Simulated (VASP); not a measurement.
# Ce (Pm-3m) in VASP: single point with PBEsol

Aim: the single point of Ce with PBEsol.

All numbers are computed with VASP 6.6.1; they aren't measurements. Logs are shortened: lines on timing, memory, paths and dates and some standing lists are left out, and cuts for length are marked.

## (1) The cell of the first run

It takes space group Pm-3m (No. 221, cubic). Conventional cell: a = 2.862 Å, b = 2.862 Å, c = 2.862 Å, α = 90.00°, β = 90.00°, γ = 90.00°. Within 3.8 Å of Ce (site symmetry m-3m) lie 6 Ce at 2.86 Å.

## (2) Single point, PBEsol

INCAR reads:

```
SYSTEM = Ce
PREC = Accurate
ENCUT = 520
EDIFF = 1E-6
ISMEAR = -1
SIGMA = 0.13605693000000002
LREAL = .False.
LASPH = .True.
NELM = 100
ALGO = Normal
ISIF = 2
LWAVE = .False.
LCHARG = .True.
GGA = PS
LELF = .True.
LVHAR = .True.
NBANDS = 12
```

KPOINTS reads:

```
regular mesh
0
Gamma
  11 11 11
  0 0 0
```

POSCAR reads:

```
Ce
1.0
    2.8624976958      0.0000000000      0.0000000000
    0.0000000000      2.8624976958      0.0000000000
    0.0000000000      0.0000000000      2.8624976958
Ce
1
Direct
    0.0000000000      0.0000000000      0.0000000000
```

Potentials or basis: VASP PAW PBE potentials, release 64 (Ce).

The run is started by

```
cat potpaw_PBE.64/Ce/POTCAR > POTCAR
mpirun -np 1 vasp_std > vasp.out
```

OUTCAR:

```text
SYSTEM = Ce
   PREC = Accurate
   ENCUT = 520
   EDIFF = 1E-6
   ISMEAR = -1
   LREAL = .False.
   LASPH = .True.
   NELM = 100
   ISIF = 2
   GGA = PS

 ion  position               nearest neighbor table
   1  0.000  0.000  0.000-

  LATTYP: Found a simple cubic cell.
 ALAT       =     2.8624976958

  Lattice vectors:

 A1 = (   2.8624976958,   0.0000000000,   0.0000000000)
 A2 = (   0.0000000000,   2.8624976958,   0.0000000000)
 A3 = (   0.0000000000,   0.0000000000,   2.8624976958)

Analysis of symmetry for initial positions (statically):
=====================================================================
 Subroutine PRICEL returns:
 Original cell was already a primitive cell.

 Routine SETGRP: Setting up the symmetry group for a
 simple cubic supercell.

 Subroutine GETGRP returns: Found 48 space group operations
 (whereof 48 operations were pure point group operations)
 out of a pool of 48 trial point group operations.

The static configuration has the point symmetry O_h .

Analysis of symmetry for dynamics (positions and initial velocities):
=====================================================================
 Subroutine PRICEL returns:
 Original cell was already a primitive cell.

 Routine SETGRP: Setting up the symmetry group for a
 simple cubic supercell.

 Subroutine GETGRP returns: Found 48 space group operations
 (whereof 48 operations were pure point group operations)
 out of a pool of 48 trial point group operations.

The dynamic configuration has the point symmetry O_h .

 Subroutine INISYM returns: Found 48 space group operations
 (whereof 48 operations are pure point group operations),
 and found     1 'primitive' translations

----------------------------------------------------------------------------------------

                                     Primitive cell

  volume of cell :      23.4550

  direct lattice vectors                    reciprocal lattice vectors
     2.862497696  0.000000000  0.000000000     0.349345259  0.000000000  0.000000000
     0.000000000  2.862497696  0.000000000     0.000000000  0.349345259  0.000000000
     0.000000000  0.000000000  2.862497696     0.000000000  0.000000000  0.349345259

  length of vectors
     2.862497696  2.862497696  2.862497696     0.349345259  0.349345259  0.349345259

  position of ions in fractional coordinates (direct lattice)
     0.000000000  0.000000000  0.000000000

  ion indices of the primitive-cell ions
   primitive index   ion index
                 1           1
[... 73 lines left out ...]
   LREAL  =      F    real-space projection
   EDIFFG = 0.1E-04   stopping-criterion for IOM
   NSW    =      0    number of steps for IOM
   IBRION =     -1    ionic relax: 0-MD 1-quasi-New 2-CG
   NFREE  =      0    steps in history (QN), initial steepest desc. (CG)
   ISIF   =      2    stress and relaxation
   ISYM   =      2    0-nonsym 1-usesym 2-fastsym
   POTIM  = 0.5000    time-step for ionic-motion
   TEBEG  =    0.0;   TEEND  =   0.0 temperature during run
   PSTRESS=    0.0 pullay stress
   NELECT =      12.0000    total number of electrons
   NUPDOWN=      -1.0000    fix difference up-down
   EMIN   =  10.00;   EMAX   =-10.00  energy-range for DOS
   EFERMI =   0.00;   METHOD = LEGACY
   ISMEAR =    -1;   SIGMA  =   0.14  broadening in eV -4-tet -1-fermi 0-gaus
   EFERMI_NEDOS =   21; number of points for ismear=-14 and -15
   IALGO  =     38    algorithm
   IMIX   =      4    mixing-type and parameters
     AMIX     =   0.40;   BMIX     =  1.00
     AMIX_MAG =   1.60;   BMIX_MAG =  1.00
  volume/ion in A,a.u.               =      23.45       158.28
  Fermi-wavevector in a.u.,A,eV,Ry     =   1.309353  2.474319 23.325902  1.714405
  Thomas-Fermi vector in A             =   2.439958
   LORBIT       =      0    0 simple, 1 ext, 2 COOP (PROOUT), +10 PAW based schemes
   GGA     = PS    functional components
   LHFCALC =     F    Hartree Fock is set to
   AEXX    =    0.0000 exact exchange contribution
   IVDW    =     0    specifies the selected vdW correction
   LEPSILON=     F    determine dielectric tensor
   LRPA    =     F    only Hartree local field effects (RPA)
 non-spin polarized calculation
  energy-cutoff  :      520.00
  volume of cell :       23.45
 maximum number of plane-waves:       655
 NGX is ok and might be reduce to    24
   NGX = 11   NGY = 11   NGZ = 11

 number of electron      11.9999999 magnetization

 Free energy of the ion-electron system (eV)
  ---------------------------------------------------
  ext. energy  EPLUGINS =         0.00000000
  ---------------------------------------------------
  free energy    TOTEN  =        -6.40783700 eV

  energy without entropy =       -6.22598355  energy(sigma->0) =       -6.31691028

 E-fermi :  10.4328     XC(G=0): -11.9416

 val. band max:       10.4133419235   @ k =   0.4545   0.2727   0.0000
 cond. band min:      10.4546589851   @ k =   0.1818   0.1818   0.1818
 fundamental gap:      0.0413170616
 Fermi energy:        10.4327706776

 k-point     1 :       0.0000    0.0000    0.0000
  band No.  band energies     occupation
      1     -24.8126      2.00000
      2      -4.8985      2.00000
      3      -4.8985      2.00000
      4      -4.8985      2.00000
      5       8.2009      2.00000
      6       8.5043      2.00000
      7       8.5043      2.00000
      8      11.3765      0.00194
      9      11.3765      0.00194
     10      11.3765      0.00194
     11      11.9001      0.00004
     12      11.9001      0.00004
[... 331 lines left out ...]
 k-point    24 :       0.2727    0.0909    0.0909
  band No.  band energies     occupation
      1     -24.2749      2.00000
      2      -7.7056      2.00000
      3      -5.0187      2.00000
      4      -4.9999      2.00000
      5       9.6938      1.99128
      6       9.6973      1.99106
      7      11.0268      0.02509
      8      11.3350      0.00263
      9      11.5857      0.00042
     10      11.5981      0.00038
     11      11.6861      0.00020
     12      11.9748      0.00002

 [... further k-points ...]
[... 5 lines left out ...]
  --------------------------------------------------------------------------------------
  -------------------------------------------------------------------------------------
  Total       -0.2190724     -0.2190724     -0.2190724     -0.0000000     -0.0000000      0.0000000
  in kB      -14.9645239    -14.9645239    -14.9645239     -0.0000000     -0.0000000      0.0000000
  external PRESSURE =     -14.9645239 kB  Pullay stress =       0.0000000 kB

 VOLUME and BASIS-vectors are now :
 -----------------------------------------------------------------------------
  energy-cutoff  :      520.00
  volume of cell :       23.45
      direct lattice vectors                 reciprocal lattice vectors
     2.862497696  0.000000000  0.000000000     0.349345259  0.000000000  0.000000000
     0.000000000  2.862497696  0.000000000     0.000000000  0.349345259  0.000000000
     0.000000000  0.000000000  2.862497696     0.000000000  0.000000000  0.349345259

 POSITION                                       TOTAL-FORCE (eV/Angst)
 -----------------------------------------------------------------------------------
      0.00000      0.00000      0.00000         0.000000      0.000000      0.000000
 -----------------------------------------------------------------------------------
    total drift:                               -0.000000      0.000000      0.000000

  FREE ENERGIE OF THE ION-ELECTRON SYSTEM (eV)
  ---------------------------------------------------
  free  energy   TOTEN  =        -6.4078370022 eV

  energy  without entropy=       -6.2259835520  energy(sigma->0) =       -6.31691028
```

OSZICAR:

```text
N       E                     dE             d eps       ncg     rms          rms(c)
DAV:   1     0.923768882640E+02    0.92377E+02   -0.52903E+03  1368   0.136E+03
DAV:   2    -0.479687474594E+00   -0.92857E+02   -0.86217E+02  1752   0.192E+02
DAV:   3    -0.652533084206E+01   -0.60456E+01   -0.56867E+01  1576   0.702E+01
DAV:   4    -0.679410083846E+01   -0.26877E+00   -0.25701E+00  2324   0.114E+01
DAV:   5    -0.680544376582E+01   -0.11343E-01   -0.11315E-01  2032   0.228E+00    0.184E+01
DAV:   6    -0.666983660657E+01    0.13561E+00   -0.52368E+00  1956   0.179E+01    0.454E+00
DAV:   7    -0.651510354086E+01    0.15473E+00   -0.28419E+00  1980   0.158E+01    0.873E+00
DAV:   8    -0.640648916239E+01    0.10861E+00   -0.63320E-01  1896   0.664E+00    0.399E-01
DAV:   9    -0.640759535833E+01   -0.11062E-02   -0.19661E-02  2032   0.113E+00    0.148E-01
DAV:  10    -0.640784971522E+01   -0.25436E-03   -0.30278E-03  2288   0.356E-01    0.494E-02
DAV:  11    -0.640784301934E+01    0.66959E-05   -0.23178E-04  2020   0.144E-01    0.411E-02
DAV:  12    -0.640783969383E+01    0.33255E-05   -0.22019E-05  2420   0.418E-02    0.110E-02
DAV:  13    -0.640783708561E+01    0.26082E-05   -0.64598E-06  2016   0.245E-02    0.524E-03
DAV:  14    -0.640783700222E+01    0.83391E-07   -0.19562E-07   896   0.475E-03
   1 F= -.64078370E+01 E0= -.63169103E+01  d E =-.181853E+00
```

stdout:

```text
POSCAR found type information on POSCAR Ce
 POSCAR found :  1 types and       1 ions
 scaLAPACK will be used
 -----------------------------------------------------------------------------
|                                                                             |
|                                                                             |
|     You enforced a specific xc type in the INCAR file but a different       |
|     I HOPE YOU KNOW WHAT YOU ARE DOING!                                     |
|                                                                             |
 -----------------------------------------------------------------------------

 LDA part: xc-table for (Slater+PW92), standard interpolation
 POSCAR, INCAR and KPOINTS ok, starting setup
 FFT: planning ... GRIDC
 FFT: planning ... GRID_SOFT
 FFT: planning ... GRID
 WAVECAR not read
 entering main loop
```

Run time: 7.3 s. Hardware: 1 thread of Intel Xeon 6975P-C (Granite Rapids), shared host; peak memory 0.15 GiB.

Results:

```yaml
Free_energy: -6.4078 eV
Pressure: -1.5 GPa
Band_gap_on_the_k_mesh: zero (band 6 reaches 10.68 eV, above the bottom of band 7 at 8.35 eV)
```

Levels at points of the mesh, in eV from the Fermi level:
| k point | band 2 | band 3 | band 4 | band 5 | band 6 | band 7 | band 8 | band 9 | band 10 | band 11 |
| --- | --- | --- | --- | --- | --- | --- | --- | --- | --- | --- |
| (0.00, 0.00, 0.00) | -15.33 | -15.33 | -15.33 | -2.23 | -1.93 | -1.93 | 0.94 | 0.94 | 0.94 | 1.47 |

Caveat: the PAW data sets were made with another functional, which shifts forces and pressure a little; spin-orbit coupling is left out, which moves the levels of the heavy elements.
